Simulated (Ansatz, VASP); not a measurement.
**Two plane-wave programs on TlSbO2**

```xyz
4
Lattice="1.7581 1.0151 6.4759 -1.7581 1.0151 6.4759 0.0000 -2.0301 6.4759" Properties=species:S:1:pos:R:3 pbc="T T T"
Tl    1.7581    1.0151    6.4759
Sb    0.0000    0.0000    9.7139
O     0.0000    0.0000    4.4125
O     0.0000    0.0000   15.0153
```

Alike in both runs: task single point; functional PBE; k mesh 8 × 8 × 8; occupations fermi-dirac, width 0.02 eV; no spin polarisation.

```csv
,VASP,Ansatz
version,VASP 6.6.1,Ansatz 0.2.0
potentials or method,"VASP PAW PBE potentials, release 64 (Tl_d, Sb, O)","plane waves, PAW"
plane-wave cutoff (eV),520,420
valence electrons in the cell,30,40
```

Ansatz gave:

- pressure (GPa): 2.8
- traceless stress, the component that is largest in VASP (GPa): 0.02
- rms of the force components (eV/Å): 0.056

Question: What did VASP give for the same quantities?

Answer: Pressure (GPa): 2.3; traceless stress, the component that is largest in VASP (GPa): 0.13; rms of the force components (eV/Å): 0.035.

Atom by atom the forces differ by 0.020 eV/Å (rms over components). The functional is the same, so the differences come from potentials, cutoffs and numerics. VASP's potentials hold 30 valence electrons a cell and Ansatz's 40, so a difference there can come from the potentials and not from the codes.

Neither program's run includes spin-orbit coupling.
